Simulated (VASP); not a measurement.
**As: single point with PBE+D3(BJ)**

The system is As, a slab with vacuum.

```
As
1.0
     3.52100    0.00000    0.00000
    -1.76050    3.04928    0.00000
     0.00000    0.00000   28.57424
As
2
Direct
  0.33333 0.66667 0.47904
  0.66667 0.33333 0.52096
```

* Program: VASP 6.6.1
* Task: single point
* Functional: PBE
* Dispersion: D3(BJ)
* Potentials or basis: VASP PAW PBE potentials, release 64 (As)
* Cutoff: 520 eV
* k mesh: 9 × 9 × 1
* Occupations: gaussian, width 0.02 eV
* Spin: no spin polarisation
* Dipole correction: yes
* Further INCAR settings: ALGO = Normal; EDIFF = 1e-06; NBANDS = 12

- Largest force: 3.299 eV/Å
- Band gap on the k mesh: 1.45 eV, indirect (least direct gap 1.74 eV)
- Dispersion energy per atom: -0.221 eV

Forces on the atoms (eV/Å):
```
As   0.000  0.000 -3.299
As   0.000  0.000  3.299
```

Levels at points of the mesh, in eV from the valence-band top:
| k point | band 1 | band 2 | band 3 | band 4 | band 5 | band 6 | band 7 | band 8 | band 9 | band 10 |
| --- | --- | --- | --- | --- | --- | --- | --- | --- | --- | --- |
| (0.00, 0.00, 0.00) | -14.76 | -6.80 | -0.81 | -0.81 | -0.17 | 1.62 | 3.40 | 3.40 | 4.92 | 5.31 |

Wall time 2.2 min on 1 thread of Intel Xeon 8259CL, with other jobs on the host, peak memory 0.42 GiB.
